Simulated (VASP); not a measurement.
Here is a VASP 6.6.1 calculation.

The input INCAR:

```
SYSTEM = Rb
PREC     = Accurate       ! precision mode
ENCUT    = 520            ! plane-wave cutoff, eV
EDIFF    = 1E-7           ! SCF threshold, eV
ISMEAR   = 0              ! smearing method
SIGMA    = 0.1            ! smearing width, eV
LREAL    = .FALSE.        ! projectors in reciprocal space
LASPH    = .TRUE.         ! aspherical terms in the spheres
NELM     = 80             ! most SCF steps
ALGO     = Fast           ! electronic algorithm
ISIF     = 2              ! what is computed and relaxed
LWAVE    = .FALSE.        ! write WAVECAR
LCHARG   = .FALSE.        ! write CHGCAR
GGA      = PE             ! functional
NBANDS   = 10             ! bands
```

The input KPOINTS:

```
Automatic mesh
0
G
  12 12 12
  0 0 0
```

The input POSCAR:

```
Rb
1.0
    4.7047047269      0.0000000000      0.0000000000
    0.0000000000      4.7168400251      0.0000000000
    0.0000000000      0.0000000000      4.7263011584
Rb
1
Direct
    0.0000000000      0.0000000000      0.0000000000
```

Potentials or basis: VASP PAW PBE potentials, release 64 (Rb_sv).

Command:

```sh
$ cat potpaw_PBE.64/Rb_sv/POTCAR > POTCAR
$ mpirun -np 1 vasp_std > vasp.out
```

Q: Estimate the band gap on the k mesh.

A: Zero (an odd number of electrons rules out a gap without spin polarisation).

Q: Estimate the pressure.

A: -0.1 GPa.
